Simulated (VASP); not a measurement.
# HgPtSeF3 (Immm) in VASP: further runs

HgPtSeF3 is run at these levels: PBE; tasks: single point, relaxation of cell and atoms.

Everything below comes from runs of VASP 6.6.1. Logs are shortened: lines on timing, memory, paths and dates and some standing lists are left out, and cuts for length are marked.

**1. The cell of the first run**

It takes space group Immm (No. 71, orthorhombic). The conventional cell has a = 5.037 Å, b = 5.084 Å, c = 8.918 Å, α = 90.00°, β = 90.00°, γ = 90.00°. Hg (site symmetry mmm) has 4 F at 2.48 to 2.54 Å and 2 Se at 2.52 Å within 3.3 Å. Within 2.6 Å of Pt (site symmetry mmm) lie 4 F at 1.98 to 2.52 Å and 2 Se at 2.54 Å. Se (site symmetry mmm) has 2 Hg at 2.52 Å and 2 Pt at 2.54 Å and 4 F at 3.22 Å within 3.3 Å. Within 2.6 Å of F (site symmetry mm2) lie 1 Pt at 1.98 Å and 1 Hg at 2.48 Å. Within 3.3 Å of F (site symmetry mmm) lie 2 Pt at 2.52 Å and 2 Hg at 2.54 Å and 4 F at 3.20 Å.

The cell was built from a structure type or drawn by symmetry, and may not be a known phase.

**2. Single point, PBE**

Input file INCAR:

```
ALGO = Normal ; EDIFF = 1E-6
ENCUT = 600 ; GGA = PE
GGA_COMPAT = F ; ISIF = 2
ISMEAR = 0 ; LASPH = T
LCHARG = F ; LREAL = F
LWAVE = F ; NBANDS = 34
NELM = 120 ; PREC = Accurate
SIGMA = 0.15
```

Input file KPOINTS:

```
k-points
0
Gamma
  3 3 3
```

Input file POSCAR:

```
HgPtSeF3
1.0
   -2.5185363969      2.5419305426      4.4590994916
    2.5185363969     -2.5419305426      4.4590994916
    2.5185363969      2.5419305426     -4.4590994916
Hg Pt Se F
1 1 1 3
Direct
    0.0000000000      0.0000000000      0.0000000000
    0.5000000000      0.5000000000      0.0000000000
    0.0000000000      0.5000000000      0.5000000000
    0.7220674561      0.7220674561      0.0000000000
    0.2779325439      0.2779325439      0.0000000000
    0.5000000000      0.0000000000      0.5000000000
```

Potentials or basis: VASP PAW PBE potentials, release 64 (Hg, Pt, Se, F).

Started as:

```bash
> cat potpaw_PBE.64/Hg/POTCAR potpaw_PBE.64/Pt/POTCAR potpaw_PBE.64/Se/POTCAR potpaw_PBE.64/F/POTCAR > POTCAR
> mpirun -np 1 vasp_std > vasp.out
```

OUTCAR:

```text
EDIFF = 1E-6
   ENCUT = 600
   GGA = PE
   ISIF = 2
   ISMEAR = 0
   LASPH = T
   LREAL = F
   NELM = 120
   PREC = Accurate

 ion  position               nearest neighbor table
   1  0.000  0.000  0.000-   4 2.48   5 2.48   3 2.52   3 2.52   6 2.54   6 2.54   2 3.58   2 3.58
                             2 3.58   2 3.58
   2  0.500  0.500  0.000-   4 1.98   5 1.98   6 2.52   6 2.52   3 2.54   3 2.54   1 3.58   1 3.58
                             1 3.58   1 3.58
   3  0.000  0.500  0.500-   1 2.52   1 2.52   2 2.54   2 2.54
   4  0.722  0.722  0.000-   2 1.98   1 2.48
   5  0.278  0.278  0.000-   2 1.98   1 2.48
   6  0.500  0.000  0.500-   2 2.52   2 2.52   1 2.54   1 2.54

  LATTYP: Found a body centered orthorhombic cell.
 ALAT       =     5.0370727938
 B/A-ratio  =     1.0092887860
 C/A-ratio  =     1.7705122297

  Lattice vectors:

 A1 = (  -2.5185363969,   2.5419305426,   4.4590994916)
 A2 = (   2.5185363969,  -2.5419305426,   4.4590994916)
 A3 = (   2.5185363969,   2.5419305426,  -4.4590994916)

Analysis of symmetry for initial positions (statically):
=====================================================================
 Subroutine PRICEL returns:
 Original cell was already a primitive cell.

 Routine SETGRP: Setting up the symmetry group for a
 body centered orthorhombic supercell.

 Subroutine GETGRP returns: Found  8 space group operations
 (whereof  8 operations were pure point group operations)
 out of a pool of  8 trial point group operations.

The static configuration has the point symmetry D_2h.

Analysis of symmetry for dynamics (positions and initial velocities):
=====================================================================
 Subroutine PRICEL returns:
 Original cell was already a primitive cell.

 Routine SETGRP: Setting up the symmetry group for a
 body centered orthorhombic supercell.

 Subroutine GETGRP returns: Found  8 space group operations
 (whereof  8 operations were pure point group operations)
 out of a pool of  8 trial point group operations.

The dynamic configuration has the point symmetry D_2h.

 Subroutine INISYM returns: Found  8 space group operations
 (whereof  8 operations are pure point group operations),
 and found     1 'primitive' translations

----------------------------------------------------------------------------------------

                                     Primitive cell

  volume of cell :     114.1876

  direct lattice vectors                    reciprocal lattice vectors
    -2.518536397  2.541930543  4.459099492     0.000000000  0.196700890  0.112130263
     2.518536397 -2.541930543  4.459099492     0.198528002  0.000000000  0.112130263
     2.518536397  2.541930543 -4.459099492     0.198528002  0.196700890  0.000000000

  length of vectors
     5.717342454  5.717342454  5.717342454     0.226416510  0.228005622  0.279472016

  position of ions in fractional coordinates (direct lattice)
     0.000000000  0.000000000  0.000000000
     0.500000000  0.500000000  0.000000000
     0.000000000  0.500000000  0.500000000
     0.722067456  0.722067456  0.000000000
     0.277932544  0.277932544  0.000000000
     0.500000000  0.000000000  0.500000000

  ion indices of the primitive-cell ions
   primitive index   ion index
                 1           1
                 2           2
                 3           3
                 4           4
                 5           5
                 6           6

----------------------------------------------------------------------------------------

 KPOINTS: k-points

Automatic generation of k-mesh.
 Grid dimensions read from file:
 generate k-points for:    3    3    3

 Generating k-lattice:

  Cartesian coordinates                     Fractional coordinates (reciprocal lattice)
     0.000000000  0.065566963  0.037376754     0.333333333  0.000000000  0.000000000
     0.066176001  0.000000000  0.037376754     0.000000000  0.333333333  0.000000000
     0.066176001  0.065566963  0.000000000     0.000000000  0.000000000  0.333333333

  Length of vectors
     0.075472170  0.076001874  0.093157339

  Shift w.r.t. Gamma in fractional coordinates (k-lattice)
     0.000000000  0.000000000  0.000000000

 Subroutine IBZKPT returns following result:
 ===========================================

 Found      8 irreducible k-points:

 Following reciprocal coordinates:
            Coordinates               Weight
  0.000000  0.000000  0.000000      1.000000
  0.333333 -0.000000  0.000000      4.000000
 -0.000000  0.333333  0.000000      4.000000
  0.333333  0.333333  0.000000      8.000000
 -0.333333  0.333333  0.000000      4.000000
 -0.333333  0.333333  0.333333      2.000000
  0.333333 -0.333333  0.333333      2.000000
 -0.333333 -0.333333  0.333333      2.000000
   k-points           NKPTS =      8   k-points in BZ     NKDIM =      8   number of bands    NBANDS=     34
   number of dos      NEDOS =    301   number of ions     NIONS =      6
   total plane-waves  NPLWV = 110592
   dimension x,y,z NGX =    48 NGY =   48 NGZ =   48
   dimension x,y,z NGXF=    96 NGYF=   96 NGZF=   96
   ions per type =               1   1   1   3
   NGX,Y,Z   is equivalent  to a cutoff of  13.96, 13.96, 13.96 a.u.
   NGXF,Y,Z  is equivalent  to a cutoff of  27.91, 27.91, 27.91 a.u.
 SYSTEM =  unknown system
   PREC   = accura    normal or accurate (medium, high low for compatibility)
   ISTART =      0    job   : 0-new  1-cont  2-samecut
   ICHARG =      2    charge: 1-file 2-atom 10-const
   ISPIN  =      1    spin polarized calculation?
   LNONCOLLINEAR =      F non collinear calculations
   LSORBIT =      F    spin-orbit coupling
   LASPH  =      T    aspherical Exc in radial PAW
   ENCUT  =  600.0 eV  44.10 Ry    6.64 a.u.  11.42 11.42 11.42*2*pi/ulx,y,z
   NELM   =    120;   NELMIN=  2; NELMDL= -5     # of ELM steps
   EDIFF  = 0.1E-05   stopping-criterion for ELM
   LREAL  =      F    real-space projection
   EDIFFG = 0.1E-04   stopping-criterion for IOM
   NSW    =      0    number of steps for IOM
   IBRION =     -1    ionic relax: 0-MD 1-quasi-New 2-CG
   NFREE  =      0    steps in history (QN), initial steepest desc. (CG)
   ISIF   =      2    stress and relaxation
   ISYM   =      2    0-nonsym 1-usesym 2-fastsym
   POTIM  = 0.5000    time-step for ionic-motion
   TEBEG  =    0.0;   TEEND  =   0.0 temperature during run
   PSTRESS=    0.0 pullay stress
   NELECT =      49.0000    total number of electrons
   NUPDOWN=      -1.0000    fix difference up-down
   EMIN   =  10.00;   EMAX   =-10.00  energy-range for DOS
   EFERMI =   0.00;   METHOD = LEGACY
   ISMEAR =     0;   SIGMA  =   0.15  broadening in eV -4-tet -1-fermi 0-gaus
   EFERMI_NEDOS =   21; number of points for ismear=-14 and -15
   IALGO  =     38    algorithm
   IMIX   =      4    mixing-type and parameters
     AMIX     =   0.40;   BMIX     =  1.00
     AMIX_MAG =   1.60;   BMIX_MAG =  1.00
  volume/ion in A,a.u.               =      19.03       128.43
  Fermi-wavevector in a.u.,A,eV,Ry     =   1.234811  2.333455 20.745596  1.524758
  Thomas-Fermi vector in A             =   2.369486
   LORBIT       =      0    0 simple, 1 ext, 2 COOP (PROOUT), +10 PAW based schemes
   GGA     = PE    functional components
   LHFCALC =     F    Hartree Fock is set to
   AEXX    =    0.0000 exact exchange contribution
   IVDW    =     0    specifies the selected vdW correction
   LEPSILON=     F    determine dielectric tensor
   LRPA    =     F    only Hartree local field effects (RPA)
 non-spin polarized calculation
 Gauss-broadening in eV      SIGMA  =   0.15
  energy-cutoff  :      600.00
  volume of cell :      114.19
 maximum number of plane-waves:      3821
 NGX is ok and might be reduce to    48
   NGX = 23   NGY = 23   NGZ = 23

 number of electron      49.0000003 magnetization

 Free energy of the ion-electron system (eV)
  ---------------------------------------------------
  ext. energy  EPLUGINS =         0.00000000
  ---------------------------------------------------
  free energy    TOTEN  =       -19.75907909 eV

  energy without entropy =      -19.69651379  energy(sigma->0) =      -19.72779644

 E-fermi :   0.8125     XC(G=0):  -9.2167

 val. band max:        0.5627115420   @ k =   0.3333  -0.0000   0.0000
 cond. band min:       0.8127467738   @ k =   0.3333   0.3333   0.0000
 fundamental gap:      0.2500352318
 Fermi energy:         0.8125475216

 k-point     1 :       0.0000    0.0000    0.0000
  band No.  band energies     occupation
      1     -21.3088      2.00000
      2     -21.1099      2.00000
      3     -20.9734      2.00000
      4     -12.6046      2.00000
      5      -6.0671      2.00000
      6      -5.3350      2.00000
[... 26 lines left out ...]
     33      11.0032      0.00000
     34      11.3007      0.00000

 k-point     2 :       0.3333   -0.0000    0.0000
  band No.  band energies     occupation
      1     -21.2742      2.00000
      2     -21.1052      2.00000
      3     -20.9970      2.00000
      4     -12.4133      2.00000
      5      -5.7505      2.00000
      6      -5.4035      2.00000
[... 26 lines left out ...]
     33      11.0381      0.00000
     34      11.1327      0.00000

 k-point     3 :      -0.0000    0.3333    0.0000
  band No.  band energies     occupation
      1     -21.2620      2.00000
      2     -21.1186      2.00000
      3     -20.9952      2.00000
      4     -12.2896      2.00000
      5      -6.5231      2.00000
      6      -5.7034      2.00000
[... 26 lines left out ...]
     33      11.3390      0.00000
     34      11.8153      0.00000

 k-point     4 :       0.3333    0.3333    0.0000
  band No.  band energies     occupation
      1     -21.2446      2.00000
      2     -21.1101      2.00000
      3     -21.0048      2.00000
      4     -12.0667      2.00000
      5      -6.5554      2.00000
      6      -5.8669      2.00000
[... 26 lines left out ...]
     33      10.9941      0.00000
     34      11.7020      0.00000

 k-point     5 :      -0.3333    0.3333    0.0000
  band No.  band energies     occupation
      1     -21.2665      2.00000
      2     -21.1039      2.00000
      3     -20.9886      2.00000
      4     -12.0637      2.00000
      5      -6.5477      2.00000
      6      -6.0764      2.00000
[... 26 lines left out ...]
     33      10.5163      0.00000
     34      11.8164      0.00000

 k-point     6 :      -0.3333    0.3333    0.3333
  band No.  band energies     occupation
      1     -21.2423      2.00000
      2     -21.1272      2.00000
      3     -21.0050      2.00000
      4     -12.2954      2.00000
      5      -6.5430      2.00000
      6      -6.0574      2.00000
[... 26 lines left out ...]
     33      11.3454      0.00000
     34      11.5136      0.00000

 k-point     7 :       0.3333   -0.3333    0.3333
  band No.  band energies     occupation
      1     -21.2558      2.00000
      2     -21.1144      2.00000
      3     -21.0049      2.00000
      4     -12.4191      2.00000
      5      -6.1210      2.00000
      6      -5.4092      2.00000
[... 26 lines left out ...]
     33      11.1485      0.00000
     34      11.4492      0.00000

 k-point     8 :      -0.3333   -0.3333    0.3333
  band No.  band energies     occupation
      1     -21.2532      2.00000
      2     -21.1273      2.00000
      3     -21.0116      2.00000
      4     -12.6141      2.00000
      5      -5.8035      2.00000
      6      -5.3318      2.00000
[... 26 lines left out ...]
     33      11.7655      0.00000
     34      12.1264      0.00000

------------------------ aborting loop because EDIFF is reached ----------------------------------------

  FORCE on cell =-STRESS in cart. coord.  units (eV):
  Direction    XX          YY          ZZ          XY          YZ          ZX
  --------------------------------------------------------------------------------------
  -------------------------------------------------------------------------------------
  Total        0.2359180     -0.0686185      0.4514945     -0.0000000      0.0000000      0.0000000
  in kB        3.3101877     -0.9627928      6.3349618     -0.0000000      0.0000000      0.0000000
  external PRESSURE =       2.8941189 kB  Pullay stress =       0.0000000 kB

 VOLUME and BASIS-vectors are now :
 -----------------------------------------------------------------------------
  energy-cutoff  :      600.00
  volume of cell :      114.19
      direct lattice vectors                 reciprocal lattice vectors
    -2.518536397  2.541930543  4.459099492     0.000000000  0.196700890  0.112130263
     2.518536397 -2.541930543  4.459099492     0.198528002  0.000000000  0.112130263
     2.518536397  2.541930543 -4.459099492     0.198528002  0.196700890  0.000000000

 POSITION                                       TOTAL-FORCE (eV/Angst)
 -----------------------------------------------------------------------------------
      0.00000      0.00000      0.00000         0.000000     -0.000000      0.000000
      0.00000      0.00000      4.45910         0.000000     -0.000000      0.000000
      2.51854      0.00000      0.00000         0.000000     -0.000000      0.000000
      0.00000      0.00000      6.43954         0.000000      0.000000      0.072038
      0.00000      0.00000      2.47866        -0.000000     -0.000000     -0.072038
      0.00000      2.54193      0.00000         0.000000     -0.000000     -0.000000
 -----------------------------------------------------------------------------------
    total drift:                                0.000000      0.000000      0.000000

  FREE ENERGIE OF THE ION-ELECTRON SYSTEM (eV)
  ---------------------------------------------------
  free  energy   TOTEN  =       -19.7590790950 eV

  energy  without entropy=      -19.6965137919  energy(sigma->0) =      -19.72779644
```

Wall time 50 s (1 thread of AMD EPYC 7R43 (Zen 3), shared host); peak memory 0.31 GiB.

Results:

```
Free energy            : -19.7591 eV
Pressure               : 0.3 GPa
Largest force          : 0.072 eV/Å
Band gap on the k mesh : zero (an odd number of electrons rules out a gap without spin polarisation)
```

Forces in eV/Å, atoms in the order of the input:
```
Hg   0.000  0.000  0.000
Pt   0.000  0.000  0.000
Se   0.000  0.000  0.000
F    0.000  0.000  0.072
F    0.000  0.000 -0.072
F    0.000  0.000  0.000
```

Caveat: the k points lie up to 0.48 Å⁻¹ apart, too coarse for converged energies and pressures of a metal; spin-orbit coupling is left out, which moves the levels of the heavy elements; an odd number of electrons without spin polarisation forces a metal; a magnetic or distorted state may lie lower.

[end of part 1 of 2]
